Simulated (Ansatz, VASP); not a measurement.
Ta: VASP beside Ansatz

```
CELL_PARAMETERS angstrom
2.66968 0.00000 0.00000
0.00000 2.66968 0.00000
0.00000 0.00000 2.66968
ATOMIC_POSITIONS crystal
Ta 0.00000 0.00000 0.00000
```

Change from the starting cell: volume scaled by 0.92, LAPW.

Alike in both runs: task single point; functional PBE; k mesh 14 × 14 × 14; occupations fermi-dirac, width 0.08 eV; no spin polarisation.

```csv
,VASP,Ansatz
version,VASP 6.6.1,Ansatz 0.2.0
potentials or method,"VASP PAW PBE potentials, release 64 (Ta_pv), cutoff 520 eV","all-electron LAPW, scalar-relativistic"
```

```tsv
	VASP	Ansatz	Ansatz less VASP
pressure (GPa)	13.9	13.5	-0.42
```

Ansatz ran all-electron here, and VASP with PAW potentials.

Neither program's run includes spin-orbit coupling.
